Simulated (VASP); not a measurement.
A run of VASP 6.6.1:

The input INCAR:

```
SYSTEM = Tl
  ALGO = Fast
  EDIFF = 1E-6
  ENCUT = 520
  GGA = PE
  ISIF = 2
  ISMEAR = 0
  IVDW = 12
  LASPH = .TRUE.
  LCHARG = .TRUE.
  LELF = .TRUE.
  LREAL = .FALSE.
  LVHAR = .TRUE.
  LWAVE = .FALSE.
  NBANDS = 12
  NELM = 100
  PREC = Accurate
  SIGMA = 0.1
```

File KPOINTS:

```
k-points
0
G
  14 14 14
  0 0 0
```

File POSCAR:

```
Tl
1.0
    0.0000000000      2.4725159434      2.4725159434
    2.4725159434      0.0000000000      2.4725159434
    2.4725159434      2.4725159434      0.0000000000
Tl
1
Direct
    0.0000000000      0.0000000000      0.0000000000
```

Potentials or basis: VASP PAW PBE potentials, release 64 (Tl_d).

The run is started by

```bash
$ cat potpaw_PBE.64/Tl_d/POTCAR > POTCAR
$ mpirun -np 1 vasp_std > vasp.out
```

Hardware: 1 thread of Intel(R) Xeon(R) Platinum 8488C (Sapphire Rapids) (shared host).

Question: How long does it take, and how much memory?

Answer: Wall time 28 s on 1 thread of Intel(R) Xeon(R) Platinum 8488C (Sapphire Rapids), with other jobs on the host, peak memory 0.18 GiB. Counts: scf iterations 11, k points 104.
